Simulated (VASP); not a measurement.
# CoO (Fm-3m) in VASP: further runs

CoO is run at these levels: LDA+U; tasks: single point.

Everything below comes from runs of VASP 6.6.1. Logs are shortened: lines on timing, memory, paths and dates and some standing lists are left out, and cuts for length are marked.

**1. The cell of the first run**

Symmetry: Fm-3m, No. 225, cubic system. The conventional cell has a = 4.263 Å, b = 4.263 Å, c = 4.263 Å, α = 90.00°, β = 90.00°, γ = 90.00°. Within 2.8 Å of Co (site symmetry m-3m) lie 6 O at 2.13 Å. O (site symmetry m-3m) has 6 Co at 2.13 Å within 2.8 Å.

**2. Single point, LDA+U, collinear spin, zero start**

Input file INCAR:

```
SYSTEM = CoO
  PREC = Accurate
  ENCUT = 520
  EDIFF = 1E-7
  ISMEAR = 0
  SIGMA = 0.05
  LREAL = .FALSE.
  LASPH = .TRUE.
  NELM = 150
  ALGO = Normal
  ISIF = 2
  LWAVE = .FALSE.
  LCHARG = .FALSE.
  ISPIN = 2
  MAGMOM = 0 0
  LORBIT = 11
  NUPDOWN = 0.0
  LMAXMIX = 4
  LDAU = .TRUE.
  LDAUTYPE = 2
  LDAUL = 2 -1
  LDAUU = 4 0
  LDAUJ = 0 0
  LDAUPRINT = 1
  NBANDS = 18
```

Input file KPOINTS:

```
Automatic mesh
0
G
  8 8 8
  0 0 0
```

Input file POSCAR:

```
CoO
1.0
    0.0000000000      2.1315016600      2.1315016600
    2.1315016600      0.0000000000      2.1315016600
    2.1315016600      2.1315016600      0.0000000000
Co O
1 1
Direct
    0.0000000000      0.0000000000      0.0000000000
    0.5000000000      0.5000000000      0.5000000000
```

Potentials or basis: VASP PAW LDA potentials, release 64 (Co, O).

The run is started by

```sh
$ cat potpaw_LDA.64/Co/POTCAR potpaw_LDA.64/O/POTCAR > POTCAR
$ mpirun -np 1 vasp_std > vasp.out
```

OUTCAR:

```text
SYSTEM = CoO
   PREC = Accurate
   ENCUT = 520
   EDIFF = 1E-7
   ISMEAR = 0
   LREAL = .FALSE.
   LASPH = .TRUE.
   NELM = 150
   ISIF = 2
   ISPIN = 2
   LORBIT = 11
   NUPDOWN = 0.0

 ion  position               nearest neighbor table
   1  0.000  0.000  0.000-   2 2.13   2 2.13   2 2.13   2 2.13   2 2.13   2 2.13
   2  0.500  0.500  0.500-   1 2.13   1 2.13   1 2.13   1 2.13   1 2.13   1 2.13

  LATTYP: Found a face centered cubic cell.
 ALAT       =     4.2630033200

  Lattice vectors:

 A1 = (   0.0000000000,   2.1315016600,   2.1315016600)
 A2 = (   2.1315016600,   0.0000000000,   2.1315016600)
 A3 = (   2.1315016600,   2.1315016600,   0.0000000000)

Analysis of symmetry for initial positions (statically):
=====================================================================
 Subroutine PRICEL returns:
 Original cell was already a primitive cell.

 Routine SETGRP: Setting up the symmetry group for a
 face centered cubic supercell.

 Subroutine GETGRP returns: Found 48 space group operations
 (whereof 48 operations were pure point group operations)
 out of a pool of 48 trial point group operations.

The static configuration has the point symmetry O_h .

Analysis of symmetry for dynamics (positions and initial velocities):
=====================================================================
 Subroutine PRICEL returns:
 Original cell was already a primitive cell.

 Routine SETGRP: Setting up the symmetry group for a
 face centered cubic supercell.

 Subroutine GETGRP returns: Found 48 space group operations
 (whereof 48 operations were pure point group operations)
 out of a pool of 48 trial point group operations.

The dynamic configuration has the point symmetry O_h .

Analysis of structural, dynamic, and magnetic symmetry:
=====================================================================
 Subroutine PRICEL returns:
 Original cell was already a primitive cell.

[... 169 lines left out ...]
  0.0000  0.0000 -0.0000  0.9594 -0.0000
 -0.0000 -0.0000  0.0000 -0.0000  0.4094

 occupancies and eigenvectors

  o =  0.4094  v =  0.0000  0.0000  0.0000  0.0000  0.0000  0.0000 -0.0000 -0.9992  0.0000  0.0404      0.0000  0.0000  0.0000  0.0000  0.0000  0.0000  0.0000  0.0000  0.0000  0.0000
  o =  0.4094  v =  0.0000  0.0000  0.0000  0.0000  0.0000  0.0000 -0.0000 -0.0404 -0.0000 -0.9992      0.0000  0.0000  0.0000  0.0000  0.0000  0.0000  0.0000  0.0000  0.0000  0.0000
  o =  0.4094  v =  0.0000  0.0000 -0.9992 -0.0000  0.0405  0.0000  0.0000  0.0000  0.0000  0.0000      0.0000  0.0000  0.0000  0.0000  0.0000  0.0000  0.0000  0.0000  0.0000  0.0000
  o =  0.4094  v =  0.0000  0.0000 -0.0405 -0.0000 -0.9992  0.0000  0.0000  0.0000  0.0000  0.0000      0.0000  0.0000  0.0000  0.0000  0.0000  0.0000  0.0000  0.0000  0.0000  0.0000
  o =  0.9594  v =  0.0000  0.7478  0.0000  0.6639 -0.0000  0.0000  0.0000  0.0000  0.0000  0.0000      0.0000  0.0000  0.0000  0.0000  0.0000  0.0000  0.0000  0.0000  0.0000  0.0000
  o =  0.9594  v =  1.0000  0.0000  0.0000  0.0000  0.0000  0.0000  0.0000  0.0000  0.0000  0.0000      0.0000  0.0000  0.0000  0.0000  0.0000  0.0000  0.0000  0.0000  0.0000  0.0000
  o =  0.9594  v =  0.0000 -0.6639 -0.0000  0.7478  0.0000  0.0000  0.0000  0.0000  0.0000  0.0000      0.0000  0.0000  0.0000  0.0000  0.0000  0.0000  0.0000  0.0000  0.0000  0.0000
  o =  0.9594  v =  0.0000  0.0000  0.0000  0.0000  0.0000  1.0000  0.0000  0.0000  0.0000  0.0000      0.0000  0.0000  0.0000  0.0000  0.0000  0.0000  0.0000  0.0000  0.0000  0.0000
  o =  0.9594  v =  0.0000  0.0000  0.0000  0.0000  0.0000  0.0000  0.7479 -0.0000  0.6639 -0.0000      0.0000  0.0000  0.0000  0.0000  0.0000  0.0000  0.0000  0.0000  0.0000  0.0000
  o =  0.9594  v =  0.0000  0.0000  0.0000  0.0000  0.0000  0.0000 -0.6639  0.0000  0.7479 -0.0000      0.0000  0.0000  0.0000  0.0000  0.0000  0.0000  0.0000  0.0000  0.0000  0.0000

 number of electron      15.0000008 magnetization       0.0000000

 Free energy of the ion-electron system (eV)
  ---------------------------------------------------
  ext. energy  EPLUGINS =         0.00000000
  ---------------------------------------------------
  free energy    TOTEN  =       -11.72314247 eV

  energy without entropy =      -11.71836158  energy(sigma->0) =      -11.72075202

 E-fermi :   7.4492     XC(G=0): -12.8630

 val. band max:        7.4166289633   @ k =  -0.2500   0.3750   0.1250
 cond. band min:       7.4610702551   @ k =  -0.3750   0.3750   0.1250
 fundamental gap:      0.0444412918
 Fermi energy:         7.4492192726

 spin component 1

 k-point     1 :       0.0000    0.0000    0.0000
  band No.  band energies     occupation
      1     -12.5925      1.00000
      2       4.1244      1.00000
      3       4.1244      1.00000
      4       4.1244      1.00000
      5       4.3443      1.00000
      6       4.3444      1.00000
[... 1001 lines left out ...]
     17      35.4326      0.00000
     18      36.6722      0.00000

 [... further k-points ...]
[... 5 lines left out ...]
  --------------------------------------------------------------------------------------
  -------------------------------------------------------------------------------------
  Total       -4.5306950     -4.5306950     -4.5306950      0.0000000      0.0000000      0.0000000
  in kB     -374.7903418   -374.7903418   -374.7903418      0.0000000      0.0000000      0.0000000
  external PRESSURE =    -374.7903418 kB  Pullay stress =       0.0000000 kB

 VOLUME and BASIS-vectors are now :
 -----------------------------------------------------------------------------
  energy-cutoff  :      520.00
  volume of cell :       19.37
      direct lattice vectors                 reciprocal lattice vectors
     0.000000000  2.131501660  2.131501660    -0.234576407  0.234576407  0.234576407
     2.131501660  0.000000000  2.131501660     0.234576407 -0.234576407  0.234576407
     2.131501660  2.131501660  0.000000000     0.234576407  0.234576407 -0.234576407

 POSITION                                       TOTAL-FORCE (eV/Angst)
 -----------------------------------------------------------------------------------
      0.00000      0.00000      0.00000        -0.000000      0.000000      0.000000
      2.13150      2.13150      2.13150         0.000000     -0.000000      0.000000
 -----------------------------------------------------------------------------------
    total drift:                                0.000000     -0.000000     -0.000000

  FREE ENERGIE OF THE ION-ELECTRON SYSTEM (eV)
  ---------------------------------------------------
  free  energy   TOTEN  =       -11.7231424720 eV

  energy  without entropy=      -11.7183615779  energy(sigma->0) =      -11.72075202

 total charge

# of ion       s       p       d       tot
------------------------------------------
    1        0.278   0.328   7.366   7.972
    2        1.538   3.352   0.000   4.890
--------------------------------------------------
tot          1.816   3.679   7.366  12.862

 magnetization (x)

# of ion       s       p       d       tot
------------------------------------------
    1       -0.000  -0.000   0.000   0.000
    2        0.000   0.000   0.000   0.000
--------------------------------------------------
tot          0.000   0.000   0.000   0.000
```

stdout:

```text
POSCAR found type information on POSCAR CoO
 POSCAR found :  2 types and       2 ions
 scaLAPACK will be used
 LDA part: xc-table for (Slater(with rela. corr.)+CA(PZ))
 , standard interpolation
 POSCAR, INCAR and KPOINTS ok, starting setup
 FFT: planning ... GRIDC
 FFT: planning ... GRID_SOFT
 FFT: planning ... GRID
 WAVECAR not read
 entering main loop
```

It took 26 s on 1 thread of Intel Xeon 8259CL, shared host; peak memory 0.14 GiB.

What came out:

| Property | Result |
| --- | --- |
| Free energy | -11.7231 eV |
| Pressure | -37.5 GPa |
| Net moment | 0.00 μB per cell |
| Valence electrons inside the program's atomic spheres | Co 7.97; O 4.89 |

Eigenvalues of the final occupation matrices:
```tsv
site	spin	trace	eigenvalues
site 1 d	1	3.70	0.41 0.41 0.96 0.96 0.96
site 1 d	2	3.70	0.41 0.41 0.96 0.96 0.96
```

Caveat: the total moment is fixed, so each spin has its own Fermi level.

**3. Single point, LDA+U, collinear spin, ferromagnetic start**

Input file INCAR:

```
  PREC = Accurate
  ENCUT = 520
  EDIFF = 1E-6
  ISMEAR = 0
  SIGMA = 0.05
  LREAL = False
  LASPH = True
  NELM = 150
  ALGO = Normal
  ISIF = 2
  LWAVE = False
  LCHARG = False
  ISPIN = 2
  MAGMOM = 1.5 0
  LORBIT = 11
  NUPDOWN = 1.5
  LMAXMIX = 4
  LDAU = True
  LDAUTYPE = 2
  LDAUL = 2 -1
  LDAUU = 4 0
  LDAUJ = 0 0
  LDAUPRINT = 1
  GGA = CA
  NBANDS = 18
```

Input file KPOINTS:

```
Automatic mesh
0
Gamma
  8 8 8
```

POSCAR is that of step 2.

Potentials or basis: VASP PAW LDA potentials, release 64 (Co, O).

The run is started by

```sh
$ cat potpaw_LDA.64/Co/POTCAR potpaw_LDA.64/O/POTCAR > POTCAR
$ mpirun -np 1 vasp_std > vasp.out
```

It took 27 s on 1 thread of Intel Xeon 8259CL, shared host; peak memory 0.14 GiB.

The run converged. Its results:

```yaml
Free_energy: -12.2881 eV
Pressure: -27.1 GPa
Net_moment: 1.50 μB per cell
Site_moments: Co +1.65; O -0.14 μB
Valence_electrons_inside_the_program's_atomic_spheres: Co 7.96; O 4.90
```

Eigenvalues of the final occupation matrices:
```tsv
site	spin	trace	eigenvalues
site 1 d	1	4.49	0.81 0.81 0.96 0.96 0.96
site 1 d	2	2.87	0.11 0.11 0.88 0.88 0.88
```

Caveat: the total moment is fixed, so each spin has its own Fermi level; a cell with one magnetic atom can't hold antiferromagnetic order, which such compounds often take.

**4. Single point, LDA+U, collinear spin, ferromagnetic start**

Changes to INCAR since step 3:

```diff
@@ -1,3 +1,3 @@
   PREC = Accurate
-  ENCUT = 520
+  ENCUT = 600
   EDIFF = 1E-6
@@ -7,3 +7,3 @@
   LASPH = True
-  NELM = 150
+  NELM = 200
   ALGO = Normal
@@ -24,2 +24,3 @@
   GGA = CA
-  NBANDS = 18
+  NBANDS = 22
+  GGA_COMPAT = False
```

KPOINTS is that of step 3.

POSCAR is that of step 3.

Potentials or basis: VASP PAW LDA potentials, release 64 (Co_sv, O).

The run is started by

```sh
$ cat potpaw_LDA.64/Co_sv/POTCAR potpaw_LDA.64/O/POTCAR > POTCAR
$ mpirun -np 1 vasp_std > vasp.out
```

It took 24 s on 1 thread of AMD EPYC 7R13 (Zen 3), shared host; peak memory 0.12 GiB.

The run converged. Its results:

```
Free energy                                           : -11.8266 eV
Pressure                                              : -28.4 GPa
Net moment                                            : 1.50 μB per cell
Site moments                                          : Co +1.57; O -0.12 μB
Valence electrons inside the program's atomic spheres : Co 15.01; O 4.91
```

Eigenvalues of the final occupation matrices:
| site | spin | trace | eigenvalues |
| --- | --- | --- | --- |
| site 1 d | 1 | 4.21 | 0.74 0.74 0.91 0.91 0.91 |
| site 1 d | 2 | 2.65 | 0.08 0.08 0.83 0.83 0.83 |

Caveat: the total moment is fixed, so each spin has its own Fermi level; a cell with one magnetic atom can't hold antiferromagnetic order, which such compounds often take. The state reached can hang on the start; a lower one may exist.

**5. Single point, LDA+U, collinear spin, ferromagnetic start**

Input file INCAR:

```
SYSTEM = CoO
ALGO     = Normal         ! electronic algorithm
EDIFF    = 1E-6           ! SCF threshold, eV
ENCUT    = 600            ! plane-wave cutoff, eV
GGA_COMPAT= .False.      
ISIF     = 2              ! what is computed and relaxed
ISMEAR   = 0              ! smearing method
ISPIN    = 2              ! spin polarisation
LASPH    = .True.         ! aspherical terms in the spheres
LCHARG   = .False.        ! write CHGCAR
LDAU     = .True.         ! DFT+U
LDAUJ    = 0 0          
LDAUL    = 2 -1           ! shell
LDAUPRINT= 1            
LDAUTYPE = 2            
LDAUU    = 4 0            ! U, eV
LMAXMIX  = 4              ! l up to which the mixer works
LORBIT   = 11             ! projections on sites
LREAL    = .False.        ! projectors in reciprocal space
LWAVE    = .False.        ! write WAVECAR
MAGMOM   = 2.82 0.28      ! initial moments
NBANDS   = 22             ! bands
NELM     = 200            ! most SCF steps
PREC     = Accurate       ! precision mode
SIGMA    = 0.05           ! smearing width, eV
```

Input file KPOINTS:

```
k-points
0
Gamma
  8 8 8
  0 0 0
```

POSCAR is that of step 4.

The run is started by

```sh
$ cat potpaw_LDA.64/Co_sv/POTCAR potpaw_LDA.64/O/POTCAR > POTCAR
$ mpirun -np 1 vasp_std > vasp.out
```

Wall time 10 s (1 thread of Intel Xeon 6975P-C (Granite Rapids), shared host); peak memory 0.14 GiB.

It converged, with:

```
Free energy                                           : -12.0843 eV
Pressure                                              : -19.0 GPa
Band gap on the k mesh                                : zero (filled and empty bands overlap)
Net moment                                            : 3.00 μB per cell
Site moments                                          : Co +2.67; O +0.26 μB
Valence electrons inside the program's atomic spheres : Co 14.89; O 4.96
```

Levels at points of the mesh, in eV from the Fermi level:
Spin up:
| k point | band 11 | band 12 | band 13 | band 14 | band 15 | band 16 |
| --- | --- | --- | --- | --- | --- | --- |
| (0.00, 0.00, 0.00) | -2.65 | -2.65 | -2.65 | 1.32 | 16.91 | 17.71 |
| (0.50, 0.00, 0.00) | -2.85 | -0.29 | -0.29 | 5.24 | 9.54 | 13.46 |
| (0.50, 0.50, 0.00) | -3.72 | -3.45 | -3.45 | 5.95 | 10.05 | 11.30 |
Spin down:
```tsv
k point	band 6	band 7	band 8	band 9	band 10	band 11	band 12	band 13	band 14	band 15
(0.00, 0.00, 0.00)	-2.16	-2.16	-2.16	-1.15	-1.15	-1.15	1.38	1.38	1.82	16.94
(0.50, 0.00, 0.00)	-7.32	-4.05	-4.05	-0.11	-0.11	0.19	3.89	3.89	5.56	10.27
(0.50, 0.50, 0.00)	-6.06	-3.44	-3.44	-2.25	0.08	0.08	1.90	2.36	6.73	10.49
```

Eigenvalues of the final occupation matrices:
```tsv
site	spin	trace	eigenvalues
site 1 d	1	4.68	0.92 0.92 0.92 0.96 0.96
site 1 d	2	2.03	0.11 0.11 0.60 0.60 0.60
```

Caveat: a cell with one magnetic atom can't hold antiferromagnetic order, which such compounds often take. The state reached can hang on the start; a lower one may exist.

**6. Overview**

| potentials or basis | spin | fixed moment (μB) | cutoff (eV) | second run | pressure (GPa) | moment (μB) |
| --- | --- | --- | --- | --- | --- | --- |
| VASP PAW LDA potentials, release 64 (Co, O) | collinear, zero start | 0.0 | 520 | - | -37.5 | 0.00 |
| VASP PAW LDA potentials, release 64 (Co, O) | collinear, ferromagnetic start | 1.5 | 520 | - | -27.1 | 1.50 |
| VASP PAW LDA potentials, release 64 (Co_sv, O) | collinear, ferromagnetic start | 1.5 | 600 | valence_matched | -28.4 | 1.50 |
| VASP PAW LDA potentials, release 64 (Co_sv, O) | collinear, ferromagnetic start | - | 600 | valence_matched | -19.0 | 3.00 |

Alike in all rows: task single point; level LDA+U; Co d U = 4.0 eV; cell as given; k mesh 8 × 8 × 8; smearing gaussian 0.05 eV.

Caveats: the total moment is fixed, so each spin has its own Fermi level (some runs); a cell with one magnetic atom can't hold antiferromagnetic order, which such compounds often take (some runs).

Total energies depend on the potentials used, so only differences within one code and one set of settings carry meaning.
